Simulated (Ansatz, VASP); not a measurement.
Two plane-wave programs on HfN

```xyz
2
Lattice="0.0000 2.0281 2.0281 2.0281 0.0000 2.0281 2.0281 2.0281 0.0000" Properties=species:S:1:pos:R:3 pbc="T T T"
Hf    0.0000    0.0000    0.0000
N     2.0281    2.0281    2.0281
```

Change from the starting cell: volume scaled by 0.72, PAW files.

Alike in both runs: task single point; functional r2SCAN; k mesh 15 × 15 × 15; occupations fermi-dirac, width 0.1 eV; no spin polarisation.

|  | VASP | Ansatz |
| --- | --- | --- |
| version | VASP 6.6.1 | Ansatz 0.2.0 |
| potentials or method | VASP PAW PBE potentials, release 64 (Hf_pv, N) | PAW with Ansatz's default frozen-core files, scalar-relativistic |
| plane-wave cutoff (eV) | 520 | 500 |
| valence electrons in the cell | 15 | 31 |

```tsv
	VASP	Ansatz	Ansatz less VASP
pressure (GPa)	182.9	183.6	+0.63
```

VASP's potentials were made for PBE, not for r2SCAN. Both programs put the cell under a high pressure, so it lies far from rest at this level. VASP's potentials hold 15 valence electrons a cell and Ansatz's 31, so a difference there can come from the potentials and not from the codes.

Spin-orbit coupling is off throughout. Noted on VASP's run: the cell as given lies far from equilibrium.
